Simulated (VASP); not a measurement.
Write the native input for VASP 6.6.1 that does the following.

- Task: single point
- Functional: PBE
- Potentials or basis: VASP PAW PBE potentials, release 64 (Ti_sv, Pd, Se)
- Cutoff: 520 eV
- k mesh: 3 × 3 × 3
- Occupations: gaussian, width 0.15 eV
- Spin: collinear spin, ferromagnetic start
- Starting moments: [1.0, 0.0, 0.0, 0.0, 0.0, 0.0] μB
- Dipole correction: no
- Further INCAR settings: ALGO = Normal; EDIFF = 1e-07; NBANDS = 36

The structure of TiPdSe4 lies in POSCAR:

```
TiPdSe4
1.0
    6.6938516756      0.0000000000      0.0000000000
   -3.3469258378      5.7970456002      0.0000000000
    0.0000000000      0.0000000000      3.6249682434
Ti Pd Se
1 1 4
Direct
    0.6666666667      0.3333333333      0.0000000000
    0.0000000000      0.0000000000      0.0000000000
    0.3333333333      0.6666666667      0.0000000000
    0.6881496304      0.8440748152      0.5000000000
    0.1559251848      0.8440748152      0.5000000000
    0.1559251848      0.3118503696      0.5000000000
```

The input as run:

INCAR

```
SYSTEM = TiPdSe4
PREC = Accurate
ENCUT = 520
EDIFF = 1E-7
ISMEAR = 0
SIGMA = 0.15
LREAL = .FALSE.
LASPH = .TRUE.
NELM = 150
ALGO = Normal
ISIF = 2
LWAVE = .FALSE.
LCHARG = .TRUE.
ISPIN = 2
MAGMOM = 1 0 0 0 0 0
LORBIT = 11
LMAXMIX = 4
GGA = PE
LELF = .TRUE.
LVHAR = .TRUE.
NBANDS = 36
```

KPOINTS

```
Automatic mesh
0
G
  3 3 3
  0 0 0
```

Potentials or basis: VASP PAW PBE potentials, release 64 (Ti_sv, Pd, Se).

Command:

```console
$ cat potpaw_PBE.64/Ti_sv/POTCAR potpaw_PBE.64/Pd/POTCAR potpaw_PBE.64/Se/POTCAR > POTCAR
$ mpirun -np 1 vasp_std > vasp.out
```

Results of the run:

The pressure is -0.6 GPa and the largest force is 0.105 eV/Å. The net moment is 0.08 μB per cell. The site moments are Ti +0.10; Pd -0.03; Se -0.01, -0.02 μB. The valence electrons inside the program's atomic spheres are Ti 9.93; Pd 9.52; Se 3.71, 3.73.

Caveat: the k points lie up to 0.58 Å⁻¹ apart.

Wall time 2.1 min on 1 thread of AMD EPYC 9R45 (Zen 5), with other jobs on the host, peak memory 0.29 GiB.
